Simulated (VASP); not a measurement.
Write the native input for VASP 6.6.1 that does the following.

* Task: single point
* Functional: PBEsol
* Potentials or basis: VASP PAW PBE potentials, release 64 (Sn_d, Pd, Au)
* Cutoff: 520 eV
* k mesh: 6 × 6 × 4
* Occupations: methfessel-paxton, width 0.1 eV
* Spin: no spin polarisation
* Dipole correction: no
* Further INCAR settings: ALGO = Normal; EDIFF = 1e-06; NBANDS = 32

The structure of Sn2PdAu lies in POSCAR:

```
Sn2PdAu
1.0
    4.1630180000      0.0000000000      0.0000000000
   -2.0815090000      3.6052790000      0.0000000000
    0.0000000000      0.0000000000      5.6982970000
Sn Pd Au
2 1 1
Direct
    0.3333333333      0.6666666667      0.2354700000
    0.6666666667      0.3333333333      0.7645300000
    0.0000000000      0.0000000000      0.0000000000
    0.0000000000      0.0000000000      0.5000000000
```

The input as run:

INCAR

```
SYSTEM = Sn2PdAu
PREC = Accurate ; ENCUT = 520
EDIFF = 1E-6 ; ISMEAR = 1
SIGMA = 0.1 ; LREAL = .FALSE.
LASPH = .TRUE. ; NELM = 100
ALGO = Normal ; ISIF = 2
LWAVE = .FALSE. ; LCHARG = .FALSE.
GGA = PS ; NBANDS = 32
```

KPOINTS

```
Automatic mesh
0
G
  6 6 4
  0 0 0
```

Potentials or basis: VASP PAW PBE potentials, release 64 (Sn_d, Pd, Au).

Command:

```bash
$ cat potpaw_PBE.64/Sn_d/POTCAR potpaw_PBE.64/Pd/POTCAR potpaw_PBE.64/Au/POTCAR > POTCAR
$ mpirun -np 1 vasp_std > vasp.out
```

Results of the run:

* Pressure: -2.3 GPa
* Largest force: 0.016 eV/Å

Caveat: the PAW data sets were made with another functional, which shifts forces and pressure a little.

Wall time 2.2 min on 1 thread of AMD EPYC 7R43 64-Core Processor (Zen 3), with other jobs on the host, peak memory 0.2 GiB.
